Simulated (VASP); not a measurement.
In3As:

```
In As
1.0
     4.25621    0.00000    0.00000
    -2.12811    3.68599    0.00000
     0.00000    0.00000    7.17686
In As
3 1
Direct
  0.33333 0.66667 0.76534
  0.66667 0.33333 0.76534
  0.00000 0.00000 0.75267
  0.00000 0.00000 0.02528
```

The cell was generated, and may not be a known phase.

* Program: VASP 6.6.1
* Task: relaxation of cell and atoms
* Functional: PBE
* Potentials or basis: VASP PAW PBE potentials, release 64 (In_d, As)
* Cutoff: 600 eV
* k mesh: 6 × 6 × 4
* Occupations: gaussian, width 0.1 eV
* Spin: no spin polarisation

At the start: pressure 63.4 GPa; volume 28.15 Å³/atom.

Q: Where does the relaxation end?

A: Over 33 steps the energy falls by 3552.9 meV/atom and the volume is 33.65 Å³/atom (+19.5 %); space group P6mm (No. 183, to 0.1 Å) before and after.

The path:
| step | energy change (eV) | largest force (eV/Å) | pressure (GPa) | volume (Å³) |
| --- | --- | --- | --- | --- |
| 1 | 0.0000 | 20.5155 | 63.36 | 112.59 |
| 2 | -8.1094 | 0.3756 | -1.64 | 408.42 |
| 3 | -8.4087 | 0.4039 | -1.75 | 382.89 |
| 4 | -8.7116 | 0.4270 | -1.91 | 359.51 |
| 5 | -11.1428 | 1.3722 | -1.32 | 212.79 |
| 6 | -10.9298 | 1.5053 | 5.81 | 157.43 |
| 7 | -11.3011 | 1.5267 | -0.21 | 194.56 |
| 8 | -11.3312 | 1.5913 | 0.64 | 185.63 |
| 9 | -11.3293 | 1.5821 | 0.45 | 187.35 |
| 10 | -11.8806 | 1.6179 | -1.07 | 192.23 |
| 11 | -12.4771 | 1.1402 | -2.47 | 198.88 |
| 12 | -12.5452 | 0.5603 | -2.59 | 200.18 |
| 13 | -12.7012 | 2.6663 | -0.32 | 174.42 |
| 14 | -12.7510 | 1.5912 | -1.30 | 181.83 |
| 15 | -13.1150 | 1.7145 | -0.36 | 160.12 |
| 16 | -13.2755 | 2.1717 | 2.64 | 136.29 |
| 17 | -13.5038 | 1.7794 | 2.33 | 132.10 |
| 18 | -13.8455 | 0.6116 | 3.45 | 120.04 |
| 19 | -13.8449 | 0.7550 | 2.89 | 122.15 |
| 20 | -13.8514 | 0.5190 | 3.15 | 121.09 |
| 21 | -13.9886 | 0.4624 | 0.79 | 129.14 |
| 22 | -14.0133 | 0.5054 | -0.45 | 134.69 |
| 23 | -14.0401 | 0.4651 | -0.31 | 134.19 |
| 24 | -14.0922 | 0.3292 | 0.18 | 132.66 |
| 25 | -14.0495 | 0.4503 | 1.41 | 129.52 |
| 26 | -14.1005 | 0.2274 | 0.50 | 131.78 |
| 27 | -14.1239 | 0.2520 | 0.38 | 132.29 |
| 28 | -14.1734 | 0.3578 | 0.09 | 133.80 |
| 29 | -14.1748 | 0.5493 | -0.22 | 136.77 |
| 30 | -14.1901 | 0.4201 | -0.11 | 135.36 |
| 31 | -14.2035 | 0.2631 | -0.10 | 135.14 |
| 32 | -14.2097 | 0.0846 | -0.05 | 134.85 |
| 33 | -14.2116 | 0.0288 | -0.02 | 134.59 |

Final structure:
```
In As
1.0
     5.18060    0.00000    0.00000
    -2.59030    4.48654    0.00000
     0.00000    0.00000    5.79058
In As
3 1
Direct
  0.33333 0.66667 0.86339
  0.66667 0.33333 0.86339
  0.00000 0.00000 0.53137
  0.00000 0.00000 0.05047
```

Caveat: the volume moved by over 15 % at a fixed basis, so the end points are rough.
